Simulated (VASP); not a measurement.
# SrO (P6/mmm) in VASP: notebook

SrO is run at these levels: PBE; tasks: relaxation of cell and atoms, single point.

Everything below comes from runs of VASP 6.6.1. Logs are shortened: lines on timing, memory, paths and dates and some standing lists are left out, and cuts for length are marked.

### Step 1. The cell of the first run

Symmetry: P6/mmm, No. 191, hexagonal system. The conventional cell has a = 3.237 Å, b = 3.237 Å, c = 7.838 Å, α = 90.00°, β = 90.00°, γ = 120.00°. Sr (site symmetry 6mm) has 6 O at 2.44 Å and 1 Sr at 3.15 Å within 3.2 Å. O (site symmetry -6m2) has 3 O at 1.87 Å and 6 Sr at 2.44 Å within 2.5 Å.

### Step 2. Relaxation of cell and atoms, PBE

INCAR reads:

```
SYSTEM = SrO
  ALGO = Normal
  EDIFF = 1E-6
  EDIFFG = -0.04
  ENCUT = 600
  GGA = PE
  IBRION = 2
  ISIF = 3
  ISMEAR = 0
  LASPH = .TRUE.
  LCHARG = .FALSE.
  LREAL = .FALSE.
  LWAVE = .FALSE.
  NELM = 60
  NSW = 90
  PREC = Accurate
  SIGMA = 0.1
```

KPOINTS reads:

```
k-points
0
G
  6 6 2
  0 0 0
```

POSCAR reads:

```
SrO
1.0
    3.2368138900      0.0000000000      0.0000000000
   -1.6184069400      2.8031630500      0.0000000000
    0.0000000000      0.0000000000      7.8378640900
Sr O
2 2
Direct
    0.0000000000      0.0000000000      0.7992355400
    0.0000000000      0.0000000000      0.2007644600
    0.3333333300      0.6666666700      0.0000000000
    0.6666666700      0.3333333300      0.0000000000
```

Potentials or basis: VASP PAW PBE potentials, release 64 (Sr_sv, O).

On the command line:

```sh
$ cat potpaw_PBE.64/Sr_sv/POTCAR potpaw_PBE.64/O/POTCAR > POTCAR
$ mpirun -np 1 vasp_std > vasp.out
```

OUTCAR:

```text
SYSTEM = SrO
   EDIFF = 1E-6
   EDIFFG = -0.04
   ENCUT = 600
   GGA = PE
   IBRION = 2
   ISIF = 3
   ISMEAR = 0
   LASPH = .TRUE.
   LREAL = .FALSE.
   NELM = 60
   NSW = 90
   PREC = Accurate

 ion  position               nearest neighbor table
   1  0.000  0.000  0.799-   3 2.44   4 2.44   3 2.44   4 2.44   4 2.44   3 2.44   2 3.15   2 4.51
                             2 4.51   2 4.51   2 4.51   2 4.51   2 4.51   2 4.69
   2  0.000  0.000  0.201-   3 2.44   4 2.44   3 2.44   4 2.44   4 2.44   3 2.44   1 3.15   1 4.51
                             1 4.51   1 4.51   1 4.51   1 4.51   1 4.51   1 4.69
   3  0.333  0.667  0.000-   4 1.87   4 1.87   4 1.87   1 2.44   2 2.44   2 2.44   1 2.44   2 2.44
                             1 2.44
   4  0.667  0.333  0.000-   3 1.87   3 1.87   3 1.87   1 2.44   2 2.44   1 2.44   2 2.44   1 2.44
                             2 2.44

  LATTYP: Found a hexagonal cell.
 ALAT       =     3.2368138900
 C/A-ratio  =     2.4214750543

  Lattice vectors:

 A1 = (   3.2368138900,   0.0000000000,   0.0000000000)
 A2 = (  -1.6184069400,   2.8031630500,   0.0000000000)
 A3 = (   0.0000000000,   0.0000000000,   7.8378640900)

Analysis of symmetry for initial positions (statically):
=====================================================================
 Subroutine PRICEL returns:
 Original cell was already a primitive cell.

 Routine SETGRP: Setting up the symmetry group for a
 hexagonal supercell.

 Subroutine GETGRP returns: Found 24 space group operations
 (whereof 24 operations were pure point group operations)
 out of a pool of 24 trial point group operations.

The static configuration has the point symmetry D_6h.

Analysis of symmetry for dynamics (positions and initial velocities):
=====================================================================
 Subroutine PRICEL returns:
 Original cell was already a primitive cell.

 Routine SETGRP: Setting up the symmetry group for a
 hexagonal supercell.

 Subroutine GETGRP returns: Found 24 space group operations
 (whereof 24 operations were pure point group operations)
 out of a pool of 24 trial point group operations.

The dynamic configuration has the point symmetry D_6h.

 Subroutine INISYM returns: Found 24 space group operations
 (whereof 24 operations are pure point group operations),
 and found     1 'primitive' translations

----------------------------------------------------------------------------------------

                                     Primitive cell

  volume of cell :      71.1154

  direct lattice vectors                    reciprocal lattice vectors
     3.236813890  0.000000000  0.000000000     0.308945782  0.178369931  0.000000000
    -1.618406940  2.803163050  0.000000000     0.000000000  0.356739862  0.000000000
     0.000000000  0.000000000  7.837864090     0.000000000  0.000000000  0.127585780

  length of vectors
     3.236813890  3.236813882  7.837864090     0.356739861  0.356739862  0.127585780

[... 79 lines left out ...]
   ISIF   =      3    stress and relaxation
   ISYM   =      2    0-nonsym 1-usesym 2-fastsym
   POTIM  = 0.5000    time-step for ionic-motion
   TEBEG  =    0.0;   TEEND  =   0.0 temperature during run
   PSTRESS=    0.0 pullay stress
   NELECT =      32.0000    total number of electrons
   NUPDOWN=      -1.0000    fix difference up-down
   EMIN   =  10.00;   EMAX   =-10.00  energy-range for DOS
   EFERMI =   0.00;   METHOD = LEGACY
   ISMEAR =     0;   SIGMA  =   0.10  broadening in eV -4-tet -1-fermi 0-gaus
   EFERMI_NEDOS =   21; number of points for ismear=-14 and -15
   IALGO  =     38    algorithm
   IMIX   =      4    mixing-type and parameters
     AMIX     =   0.40;   BMIX     =  1.00
     AMIX_MAG =   1.60;   BMIX_MAG =  1.00
  volume/ion in A,a.u.               =      17.78       119.98
  Fermi-wavevector in a.u.,A,eV,Ry     =   1.254499  2.370659 21.412400  1.573767
  Thomas-Fermi vector in A             =   2.388301
   LORBIT       =      0    0 simple, 1 ext, 2 COOP (PROOUT), +10 PAW based schemes
   GGA     = PE    functional components
   LHFCALC =     F    Hartree Fock is set to
   AEXX    =    0.0000 exact exchange contribution
   IVDW    =     0    specifies the selected vdW correction
   LEPSILON=     F    determine dielectric tensor
   LRPA    =     F    only Hartree local field effects (RPA)
 conjugate gradient relaxation of ions
 non-spin polarized calculation
 Gauss-broadening in eV      SIGMA  =   0.10
  energy-cutoff  :      600.00
  volume of cell :       71.12
 maximum number of plane-waves:      2408
 NGX is ok and might be reduce to    28
   NGX = 13   NGY = 13   NGZ = 31

--------------------------------------- Ionic step        1  -------------------------------------------

 number of electron      31.9999995 magnetization

 Free energy of the ion-electron system (eV)
  ---------------------------------------------------
  ext. energy  EPLUGINS =         0.00000000
  ---------------------------------------------------
  free energy    TOTEN  =       -13.97864409 eV

  energy without entropy =      -13.97480496  energy(sigma->0) =      -13.97672452

 E-fermi :   4.7508     XC(G=0):  -9.7716

 val. band max:        4.6279846746   @ k =   0.1667   0.1667   0.5000
 cond. band min:       4.8736157448   @ k =   0.5000   0.0000   0.0000
 fundamental gap:      0.2456310701
 Fermi energy:         4.7507872478

 k-point     1 :       0.0000    0.0000    0.0000
  band No.  band energies     occupation
      1     -31.3571      2.00000
      2     -31.2092      2.00000
      3     -18.2827      2.00000
      4     -13.0412      2.00000
      5     -12.5861      2.00000
      6     -12.5861      2.00000
[... 418 lines left out ...]
  FREE ENERGIE OF THE ION-ELECTRON SYSTEM (eV)
  ---------------------------------------------------
  free  energy   TOTEN  =       -17.9101364723 eV

  energy  without entropy=      -17.8905985620  energy(sigma->0) =      -17.90036752

[... ionic steps 4 to 7 ...]

--------------------------------------- Ionic step        8  -------------------------------------------

 number of electron      32.0000000 magnetization

------------------------ aborting loop because EDIFF is reached ----------------------------------------
[... 71 lines left out ...]
--------------------------------------- Ionic step       10  -------------------------------------------

 number of electron      31.9999999 magnetization

 Free energy of the ion-electron system (eV)
  ---------------------------------------------------
  ext. energy  EPLUGINS =         0.00000000
  ---------------------------------------------------
  free energy    TOTEN  =       -18.30720731 eV

  energy without entropy =      -18.29515950  energy(sigma->0) =      -18.30118341

 E-fermi :   2.0696     XC(G=0):  -8.4768

 val. band max:        2.0290248413   @ k =   0.3333   0.0000   0.5000
 cond. band min:       2.2981699854   @ k =   0.5000   0.0000   0.0000
 fundamental gap:      0.2691451440
 Fermi energy:         2.0696472458

 k-point     1 :       0.0000    0.0000    0.0000
  band No.  band energies     occupation
      1     -33.2149      2.00000
      2     -32.9609      2.00000
      3     -17.0533      2.00000
      4     -14.9945      2.00000
      5     -14.9945      2.00000
      6     -14.7579      2.00000
[... 342 lines left out ...]
  FREE ENERGIE OF THE ION-ELECTRON SYSTEM (eV)
  ---------------------------------------------------
  free  energy   TOTEN  =       -18.3072073137 eV

  energy  without entropy=      -18.2951595034  energy(sigma->0) =      -18.30118341

 reached required accuracy - stopping structural energy minimisation
```

CONTCAR:

```text
SrO
   1.00000000000000
     3.9203537368200227    0.0000000011866392   -0.0000000000000000
    -1.9601768613264678    3.3951259174795165    0.0000000000000000
    -0.0000000000000000    0.0000000000000000    7.2318750649076637
  Sr              O
     2     2
Direct
     0.0000000000000000    0.0000000000000000    0.8051911347232037
     0.0000000000000000    0.0000000000000000    0.1948088652767965
     0.3333333300000021    0.6666666699999979    0.0000000000000000
     0.6666666699999979    0.3333333300000021    0.0000000000000000

  0.00000000E+00  0.00000000E+00  0.00000000E+00
  0.00000000E+00  0.00000000E+00  0.00000000E+00
  0.00000000E+00  0.00000000E+00  0.00000000E+00
  0.00000000E+00  0.00000000E+00  0.00000000E+00
```

Run time: 2.1 min. Hardware: 1 thread of Intel Xeon 6975P-C (Granite Rapids), shared host; peak memory 0.23 GiB.

Results:

| Quantity | Value |
| --- | --- |
| Free energy | -18.3072 eV |
| Relaxed volume | 24.06 Å³/atom |
| Relaxed cell | a = 3.920 Å, b = 3.920 Å, c = 7.232 Å, α = 90.00°, β = 90.00°, γ = 120.00° |
| Space group after relaxing (to 0.05 Å) | P6/mmm (No. 191) |
| Energy gained by relaxing | 1082.1 meV/atom |
| Ionic steps | 10 |
| Pressure after relaxing | 0.0 GPa |
| Largest force after relaxing | 0.025 eV/Å |
| Band gap on the k mesh | zero (band 16 reaches 2.97 eV, above the bottom of band 17 at 1.17 eV) |

Forces in eV/Å, atoms in the order of the input:
```
Sr   0.000  0.000 -0.025
Sr   0.000  0.000  0.025
O    0.000  0.000  0.000
O    0.000  0.000  0.000
```

The path:
```
step  energy change (eV)  largest force (eV/Å)  pressure (GPa)  volume (Å³)
   1              0.0000                0.5814           33.56        71.12
   2             -3.6692                1.7488           -7.72       114.46
   3             -3.9315                1.6740           -2.77       101.74
   4             -3.9360                1.6999           -3.50       103.23
   5             -4.2998                0.1680           -1.44        98.65
   6             -4.3082                0.1121           -1.78        99.25
   7             -4.3271                0.1020            0.51        95.62
   8             -4.3284                0.0588           -0.02        96.34
   9             -4.3283                0.0615            0.02        96.28
  10             -4.3286                0.0245            0.00        96.26
```

Final structure:
```cif
data_structure
_symmetry_space_group_name_H-M 'P 1'
_symmetry_Int_Tables_number 1
_cell_length_a 3.9204
_cell_length_b 3.9204
_cell_length_c 7.2319
_cell_angle_alpha 90.000
_cell_angle_beta 90.000
_cell_angle_gamma 120.000
_cell_volume 96.26
loop_
_atom_site_label
_atom_site_type_symbol
_atom_site_fract_x
_atom_site_fract_y
_atom_site_fract_z
_atom_site_occupancy
Sr1 Sr 0.00000 0.00000 0.80519 1
Sr2 Sr 0.00000 0.00000 0.19481 1
O1 O 0.33333 0.66667 0.00000 1
O2 O 0.66667 0.33333 0.00000 1
```

Caveat: the k points lie up to 0.43 Å⁻¹ apart in the final cell; the volume moved by over 15 % at a fixed basis, so the end points are rough.

### Step 3. Single point, PBE, collinear spin, ferromagnetic start

INCAR reads:

```
PREC = Accurate
ENCUT = 520
EDIFF = 1E-6
ISMEAR = 0
SIGMA = 0.1
LREAL = F
LASPH = T
NELM = 150
ALGO = Normal
ISIF = 2
LWAVE = F
LCHARG = F
ISPIN = 2
MAGMOM = 0 0 1 1
LORBIT = 11
GGA = PE
NBANDS = 28
```

KPOINTS reads:

```
Automatic mesh
0
Gamma
  6 6 2
```

POSCAR is that of step 2.

Potentials or basis: VASP PAW PBE potentials, release 64 (Sr_sv, O).

On the command line:

```sh
$ cat potpaw_PBE.64/Sr_sv/POTCAR potpaw_PBE.64/O/POTCAR > POTCAR
$ mpirun -np 1 vasp_std > vasp.out
```

Run time: 26 s. Hardware: 1 thread of Intel Xeon 6975P-C (Granite Rapids), shared host; peak memory 0.22 GiB.

The run converged. Its results:

| Quantity | Value |
| --- | --- |
| Free energy | -13.9737 eV |
| Pressure | 33.7 GPa |
| Largest force | 0.585 eV/Å |
| Band gap on the k mesh | zero (filled and empty bands overlap) |
| Net moment | 0.00 μB per cell |
| Valence electrons inside the program's atomic spheres | Sr 8.25; O 4.98 |

Forces on the atoms (eV/Å):
```
Sr   0.000  0.000 -0.585
Sr   0.000  0.000  0.585
O    0.000  0.000  0.000
O    0.000  0.000  0.000
```

Stress tensor (GPa, compression positive):
```
51.03  0.00  0.00
 0.00 51.03  0.00
 0.00  0.00 -1.04
```

Levels at points of the mesh, in eV from the Fermi level:
Spin up:
| k point | band 13 | band 14 | band 15 | band 16 | band 17 | band 18 | band 19 | band 20 |
| --- | --- | --- | --- | --- | --- | --- | --- | --- |
| (0.00, 0.00, 0.00) | -6.87 | -2.43 | -2.30 | -1.71 | -1.71 | -0.31 | 0.80 | 3.24 |
| (0.50, 0.00, 0.00) | -5.18 | -4.97 | -0.66 | 0.12 | 0.77 | 0.84 | 2.28 | 2.39 |
| (0.00, 0.00, 0.50) | -6.87 | -2.30 | -1.90 | -1.70 | -1.70 | -1.03 | 1.93 | 2.41 |
| (0.50, 0.00, 0.50) | -5.19 | -4.95 | -0.57 | 0.30 | 0.75 | 0.84 | 1.66 | 2.39 |
Spin down:
```csv
k point,band 14,band 15,band 16,band 17,band 18,band 19
"(0.00, 0.00, 0.00)",-2.43,-2.30,-1.71,-1.71,-0.31,0.80
"(0.50, 0.00, 0.00)",-4.97,-0.66,0.12,0.77,0.84,2.28
"(0.00, 0.00, 0.50)",-2.30,-1.90,-1.70,-1.70,-1.03,1.93
"(0.50, 0.00, 0.50)",-4.95,-0.57,0.30,0.75,0.84,1.66
```

Caveat: the k points lie up to 0.40 Å⁻¹ apart.
